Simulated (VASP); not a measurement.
A run of VASP 6.6.1:

File INCAR:

```
ALGO     = Normal         # electronic algorithm
EDIFF    = 1E-7           # SCF threshold, eV
ENCUT    = 520            # plane-wave cutoff, eV
GGA      = PE             # functional
ISIF     = 2              # what is computed and relaxed
ISMEAR   = -1             # smearing method
LASPH    = True           # aspherical terms in the spheres
LCHARG   = False          # write CHGCAR
LREAL    = False          # projectors in reciprocal space
LWAVE    = False          # write WAVECAR
NBANDS   = 31             # bands
NELM     = 80             # most SCF steps
PREC     = Accurate       # precision mode
SIGMA    = 0.02           # smearing width, eV
```

File KPOINTS:

```
k-points
0
Gamma
  6 6 8
```

Contents of POSCAR:

```
HfO2
1.0
    4.8382983915      0.0000000000      0.0000000000
    0.0000000000      4.8382983915      0.0000000000
    0.0000000000      0.0000000000      3.2199930815
Hf O
2 4
Direct
    0.0000000000      0.0000000000      0.0000000000
    0.5000000000      0.5000000000      0.5000000000
    0.1949543475      0.8050456525      0.5000000000
    0.3050456525      0.3050456525      0.0000000000
    0.6949543475      0.6949543475      0.0000000000
    0.8050456525      0.1949543475      0.5000000000
```

Potentials or basis: VASP PAW PBE potentials, release 64 (Hf_pv, O).

Launch:

```sh
$ cat potpaw_PBE.64/Hf_pv/POTCAR potpaw_PBE.64/O/POTCAR > POTCAR
$ mpirun -np 1 vasp_std > vasp.out
```

Hardware: 1 thread of Intel(R) Xeon(R) 6975P-C (Granite Rapids) (shared host).

Q: How long does it take, and how much memory?

A: Run time: 42 s on 1 thread of Intel(R) Xeon(R) 6975P-C (Granite Rapids), with other jobs on the host, peak memory 0.24 GiB. Counts: scf iterations 16, k points 50.
